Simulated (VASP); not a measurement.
# Ge (Fd-3m) in VASP: further runs

The runs below take Ge through single point, relaxation of cell and atoms, with PBE+D3(BJ).

All numbers are computed with VASP 6.6.1; they aren't measurements. Logs are shortened: lines on timing, memory, paths and dates and some standing lists are left out, and cuts for length are marked.

**Measured values to compare with.**

“Temperature-dependent photoluminescence in Ge: experiment and theory”, 2020, arxiv:2003.00143 reports, for a bulk crystal of Ge at 0 K: band gap 0.744 eV (indirect).

The results are compared with them further down.

### 1 The cell of the first run

Symmetry: Fd-3m, No. 227, cubic system. Conventional cell: a = 5.700 Å, b = 5.700 Å, c = 5.700 Å, α = 90.00°, β = 90.00°, γ = 90.00°. Within 3.3 Å of Ge (site symmetry -43m) lie 4 Ge at 2.47 Å.

### 2 Single point, PBE+D3(BJ)

Contents of INCAR:

```
SYSTEM = Ge
ALGO = Normal
EDIFF = 1E-6
ENCUT = 520
GGA = PE
ISIF = 2
ISMEAR = 0
IVDW = 12
LASPH = .True.
LCHARG = .True.
LELF = .True.
LREAL = .False.
LVHAR = .True.
LWAVE = .False.
NBANDS = 21
NELM = 80
PREC = Accurate
SIGMA = 0.1
```

Contents of KPOINTS:

```
k-points
0
Gamma
  14 14 14
  0 0 0
```

Contents of POSCAR:

```
Ge
1.0
    0.0000000000      2.8498940315      2.8498940315
    2.8498940315      0.0000000000      2.8498940315
    2.8498940315      2.8498940315      0.0000000000
Ge
2
Direct
    0.5000000000      0.5000000000      0.5000000000
    0.7500000000      0.7500000000      0.7500000000
```

Potentials or basis: VASP PAW PBE potentials, release 64 (Ge_d).

On the command line:

```bash
$ cat potpaw_PBE.64/Ge_d/POTCAR > POTCAR
$ mpirun -np 1 vasp_std > vasp.out
```

OUTCAR:

```text
SYSTEM = Ge
   EDIFF = 1E-6
   ENCUT = 520
   GGA = PE
   ISIF = 2
   ISMEAR = 0
   IVDW = 12
   LASPH = .True.
   LREAL = .False.
   NELM = 80
   PREC = Accurate
 IVDW          = 12

 ion  position               nearest neighbor table
   1  0.500  0.500  0.500-   2 2.47   2 2.47   2 2.47   2 2.47
   2  0.750  0.750  0.750-   1 2.47   1 2.47   1 2.47   1 2.47

  LATTYP: Found a face centered cubic cell.
 ALAT       =     5.6997880630

  Lattice vectors:

 A1 = (   0.0000000000,   2.8498940315,   2.8498940315)
 A2 = (   2.8498940315,   0.0000000000,   2.8498940315)
 A3 = (   2.8498940315,   2.8498940315,   0.0000000000)

Analysis of symmetry for initial positions (statically):
=====================================================================
 Subroutine PRICEL returns:
 Original cell was already a primitive cell.

 Routine SETGRP: Setting up the symmetry group for a
 face centered cubic supercell.

 Subroutine GETGRP returns: Found 48 space group operations
 (whereof 24 operations were pure point group operations)
 out of a pool of 48 trial point group operations.

The static configuration has the point symmetry T_d .
 The point group associated with its full space group is O_h .

Analysis of symmetry for dynamics (positions and initial velocities):
=====================================================================
 Subroutine PRICEL returns:
 Original cell was already a primitive cell.

 Routine SETGRP: Setting up the symmetry group for a
 face centered cubic supercell.

 Subroutine GETGRP returns: Found 48 space group operations
 (whereof 24 operations were pure point group operations)
 out of a pool of 48 trial point group operations.

The dynamic configuration has the point symmetry T_d .
 The point group associated with its full space group is O_h .

 Subroutine INISYM returns: Found 48 space group operations
 (whereof 24 operations are pure point group operations),
 and found     1 'primitive' translations

----------------------------------------------------------------------------------------

                                     Primitive cell

  volume of cell :      46.2931

  direct lattice vectors                    reciprocal lattice vectors
     0.000000000  2.849894031  2.849894031    -0.175445120  0.175445120  0.175445120
     2.849894031  0.000000000  2.849894031     0.175445120 -0.175445120  0.175445120
     2.849894031  2.849894031  0.000000000     0.175445120  0.175445120 -0.175445120

  length of vectors
     4.030358791  4.030358791  4.030358791     0.303879862  0.303879862  0.303879862

  position of ions in fractional coordinates (direct lattice)
     0.500000000  0.500000000  0.500000000
     0.750000000  0.750000000  0.750000000

  ion indices of the primitive-cell ions
   primitive index   ion index
                 1           1
                 2           2

----------------------------------------------------------------------------------------

 KPOINTS: k-points

Automatic generation of k-mesh.
 Grid dimensions read from file:
 generate k-points for:   14   14   14

 Generating k-lattice:

  Cartesian coordinates                     Fractional coordinates (reciprocal lattice)
    -0.012531794  0.012531794  0.012531794     0.071428571  0.000000000  0.000000000
     0.012531794 -0.012531794  0.012531794     0.000000000  0.071428571  0.000000000
     0.012531794  0.012531794 -0.012531794     0.000000000  0.000000000  0.071428571

  Length of vectors
     0.021705704  0.021705704  0.021705704

  Shift w.r.t. Gamma in fractional coordinates (k-lattice)
     0.000000000  0.000000000  0.000000000

 Subroutine IBZKPT returns following result:
 ===========================================

 Found    104 irreducible k-points:

 Following reciprocal coordinates:
            Coordinates               Weight
  0.000000  0.000000  0.000000      1.000000
  0.071429  0.000000  0.000000      8.000000
  0.142857  0.000000  0.000000      8.000000
  0.214286  0.000000  0.000000      8.000000
  0.285714  0.000000  0.000000      8.000000
  0.357143  0.000000  0.000000      8.000000
[... 16 lines left out ...]
  0.214286  0.142857  0.000000     24.000000
  0.285714  0.142857  0.000000     24.000000
 [... further k-points ...]
   k-points           NKPTS =    104   k-points in BZ     NKDIM =    104   number of bands    NBANDS=     21
   number of dos      NEDOS =    301   number of ions     NIONS =      2
   total plane-waves  NPLWV =  27000
   dimension x,y,z NGX =    30 NGY =   30 NGZ =   30
   dimension x,y,z NGXF=    60 NGYF=   60 NGZF=   60
   ions per type =               2
   NGX,Y,Z   is equivalent  to a cutoff of  12.37, 12.37, 12.37 a.u.
   NGXF,Y,Z  is equivalent  to a cutoff of  24.75, 24.75, 24.75 a.u.
 SYSTEM =  Ge
   PREC   = accura    normal or accurate (medium, high low for compatibility)
   ISTART =      0    job   : 0-new  1-cont  2-samecut
   ICHARG =      2    charge: 1-file 2-atom 10-const
   ISPIN  =      1    spin polarized calculation?
   LNONCOLLINEAR =      F non collinear calculations
   LSORBIT =      F    spin-orbit coupling
   LASPH  =      T    aspherical Exc in radial PAW
   ENCUT  =  520.0 eV  38.22 Ry    6.18 a.u.   7.49  7.49  7.49*2*pi/ulx,y,z
   NELM   =     80;   NELMIN=  2; NELMDL= -5     # of ELM steps
   EDIFF  = 0.1E-05   stopping-criterion for ELM
   LREAL  =      F    real-space projection
   EDIFFG = 0.1E-04   stopping-criterion for IOM
   NSW    =      0    number of steps for IOM
   IBRION =     -1    ionic relax: 0-MD 1-quasi-New 2-CG
   NFREE  =      0    steps in history (QN), initial steepest desc. (CG)
   ISIF   =      2    stress and relaxation
   ISYM   =      2    0-nonsym 1-usesym 2-fastsym
   POTIM  = 0.5000    time-step for ionic-motion
   TEBEG  =    0.0;   TEEND  =   0.0 temperature during run
   PSTRESS=    0.0 pullay stress
   NELECT =      28.0000    total number of electrons
   NUPDOWN=      -1.0000    fix difference up-down
   EMIN   =  10.00;   EMAX   =-10.00  energy-range for DOS
   EFERMI =   0.00;   METHOD = LEGACY
   ISMEAR =     0;   SIGMA  =   0.10  broadening in eV -4-tet -1-fermi 0-gaus
   EFERMI_NEDOS =   21; number of points for ismear=-14 and -15
   IALGO  =     38    algorithm
   IMIX   =      4    mixing-type and parameters
     AMIX     =   0.40;   BMIX     =  1.00
     AMIX_MAG =   1.60;   BMIX_MAG =  1.00
  volume/ion in A,a.u.               =      23.15       156.20
  Fermi-wavevector in a.u.,A,eV,Ry     =   1.384487  2.616301 26.079695  1.916804
  Thomas-Fermi vector in A             =   2.508986
   LORBIT       =      0    0 simple, 1 ext, 2 COOP (PROOUT), +10 PAW based schemes
   GGA     = PE    functional components
   LHFCALC =     F    Hartree Fock is set to
   AEXX    =    0.0000 exact exchange contribution
   IVDW    =    12    specifies the selected vdW correction
   LEPSILON=     F    determine dielectric tensor
   LRPA    =     F    only Hartree local field effects (RPA)
 non-spin polarized calculation
 Gauss-broadening in eV      SIGMA  =   0.10
  energy-cutoff  :      520.00
  volume of cell :       46.29
 maximum number of plane-waves:      1267
 NGX is ok and might be reduce to    30
   NGX = 15   NGY = 15   NGZ = 15

 number of electron      28.0000004 magnetization

 Free energy of the ion-electron system (eV)
  ---------------------------------------------------
  ext. energy  EPLUGINS =         0.00000000
  ---------------------------------------------------
  free energy    TOTEN  =        -9.02757160 eV

  energy without entropy =       -9.02738188  energy(sigma->0) =       -9.02747674

 E-fermi :   4.8040     XC(G=0):  -9.8202

 val. band max:        4.7779628984   @ k =   0.0000   0.0000   0.0000
 cond. band min:       4.8959438301   @ k =   0.5000   0.0000   0.0000
 fundamental gap:      0.1179809317
 Fermi energy:         4.8040238926

 k-point     1 :       0.0000    0.0000    0.0000
  band No.  band energies     occupation
      1     -20.0068      2.00000
      2     -20.0068      2.00000
      3     -20.0068      2.00000
      4     -19.9723      2.00000
      5     -19.9723      2.00000
      6     -19.7734      2.00000
[... 13 lines left out ...]
     20      14.2020      0.00000
     21      14.2020      0.00000

 k-point     2 :       0.0714    0.0000    0.0000
  band No.  band energies     occupation
      1     -20.0098      2.00000
      2     -20.0098      2.00000
      3     -20.0060      2.00000
      4     -19.9681      2.00000
      5     -19.9681      2.00000
      6     -19.7787      2.00000
[... 13 lines left out ...]
     20      13.7532      0.00000
     21      13.7532      0.00000

 k-point     3 :       0.1429    0.0000    0.0000
  band No.  band energies     occupation
      1     -20.0159      2.00000
      2     -20.0159      2.00000
      3     -20.0037      2.00000
      4     -19.9592      2.00000
      5     -19.9592      2.00000
      6     -19.7872      2.00000
[... 13 lines left out ...]
     20      13.2157      0.00000
     21      13.2157      0.00000

 k-point     4 :       0.2143    0.0000    0.0000
  band No.  band energies     occupation
      1     -20.0216      2.00000
      2     -20.0216      2.00000
      3     -20.0004      2.00000
      4     -19.9497      2.00000
      5     -19.9497      2.00000
      6     -19.7949      2.00000
[... 13 lines left out ...]
     20      13.0096      0.00000
     21      13.0096      0.00000

 k-point     5 :       0.2857    0.0000    0.0000
  band No.  band energies     occupation
      1     -20.0258      2.00000
      2     -20.0258      2.00000
      3     -19.9966      2.00000
      4     -19.9418      2.00000
      5     -19.9418      2.00000
      6     -19.8009      2.00000
[... 13 lines left out ...]
     20      13.2672      0.00000
     21      13.2672      0.00000

 k-point     6 :       0.3571    0.0000    0.0000
  band No.  band energies     occupation
      1     -20.0283      2.00000
      2     -20.0283      2.00000
      3     -19.9932      2.00000
      4     -19.9364      2.00000
      5     -19.9364      2.00000
      6     -19.8045      2.00000
[... 13 lines left out ...]
     20      13.9821      0.00000
     21      13.9821      0.00000

 k-point     7 :       0.4286    0.0000    0.0000
  band No.  band energies     occupation
      1     -20.0296      2.00000
      2     -20.0296      2.00000
      3     -19.9908      2.00000
      4     -19.9336      2.00000
      5     -19.9336      2.00000
      6     -19.8063      2.00000
[... 13 lines left out ...]
     20      15.0216      0.00000
     21      15.0216      0.00000
[... 291 lines left out ...]
      1     -20.0218      2.00000
      2     -20.0163      2.00000
      3     -20.0027      2.00000
      4     -19.9571      2.00000
      5     -19.9497      2.00000
      6     -19.7985      2.00000
[... 13 lines left out ...]
     20      12.7445      0.00000
     21      13.3690      0.00000

 k-point    21 :      -0.0714    0.0714    0.0000
  band No.  band energies     occupation
      1     -20.0155      2.00000
      2     -20.0106      2.00000
      3     -20.0062      2.00000
      4     -19.9648      2.00000
      5     -19.9602      2.00000
      6     -19.7888      2.00000
[... 13 lines left out ...]
     20      13.0482      0.00000
     21      13.6007      0.00000

 k-point    22 :       0.1429    0.1429    0.0000
  band No.  band energies     occupation
      1     -20.0144      2.00000
      2     -20.0137      2.00000
      3     -20.0137      2.00000
      4     -19.9614      2.00000
      5     -19.9448      2.00000
      6     -19.8125      2.00000
[... 13 lines left out ...]
     20      12.6578      0.00000
     21      14.5447      0.00000

 k-point    23 :       0.2143    0.1429    0.0000
  band No.  band energies     occupation
      1     -20.0223      2.00000
      2     -20.0178      2.00000
      3     -20.0089      2.00000
      4     -19.9542      2.00000
      5     -19.9335      2.00000
      6     -19.8247      2.00000
[... 13 lines left out ...]
     20      13.4165      0.00000
     21      14.4736      0.00000

 k-point    24 :       0.2857    0.1429    0.0000
  band No.  band energies     occupation
      1     -20.0301      2.00000
      2     -20.0224      2.00000
      3     -20.0012      2.00000
      4     -19.9456      2.00000
      5     -19.9234      2.00000
      6     -19.8341      2.00000
[... 13 lines left out ...]
     20      14.0241      0.00000
     21      14.5152      0.00000

 [... further k-points ...]

------------------------ aborting loop because EDIFF is reached ----------------------------------------

 Edisp (eV)   -0.58088

 E8    (eV) :    -0.2603

  FORCE on cell =-STRESS in cart. coord.  units (eV):
  Direction    XX          YY          ZZ          XY          YZ          ZX
  --------------------------------------------------------------------------------------
  -------------------------------------------------------------------------------------
  Total      -0.02766    -0.02766    -0.02766    -0.00000    -0.00000    -0.00000
  in kB      -0.95722    -0.95722    -0.95722    -0.00000    -0.00000    -0.00000
  external pressure =       -0.96 kB  Pullay stress =        0.00 kB

 VOLUME and BASIS-vectors are now :
 -----------------------------------------------------------------------------
  energy-cutoff  :      520.00
  volume of cell :       46.29
      direct lattice vectors                 reciprocal lattice vectors
     0.000000000  2.849894031  2.849894031    -0.175445120  0.175445120  0.175445120
     2.849894031  0.000000000  2.849894031     0.175445120 -0.175445120  0.175445120
     2.849894031  2.849894031  0.000000000     0.175445120  0.175445120 -0.175445120

 POSITION                                       TOTAL-FORCE (eV/Angst)
 -----------------------------------------------------------------------------------
      2.84989      2.84989      2.84989        -0.000000     -0.000000     -0.000000
      4.27484      4.27484      4.27484         0.000000      0.000000      0.000000
 -----------------------------------------------------------------------------------
    total drift:                                0.000000     -0.000000      0.000000

  FREE ENERGIE OF THE ION-ELECTRON SYSTEM (eV)
  ---------------------------------------------------
  free  energy   TOTEN  =        -9.6084478668 eV

  energy  without entropy=       -9.6082581484  energy(sigma->0) =       -9.60835301
```

Wall time 1.8 min (1 thread of Intel Xeon Platinum 8259CL at 2.50GHz (Skylake/Cascade Lake), shared host); peak memory 0.22 GiB.

Results:

* Free energy: -9.6084 eV
* Pressure: -0.1 GPa
* Band gap on the k mesh: zero (filled and empty bands touch)
* Dispersion energy per atom: -0.290 eV

Caveat: pairwise dispersion overbinds metals, which lowers pressure and volume.

(Part 1 of 2 ends here.)
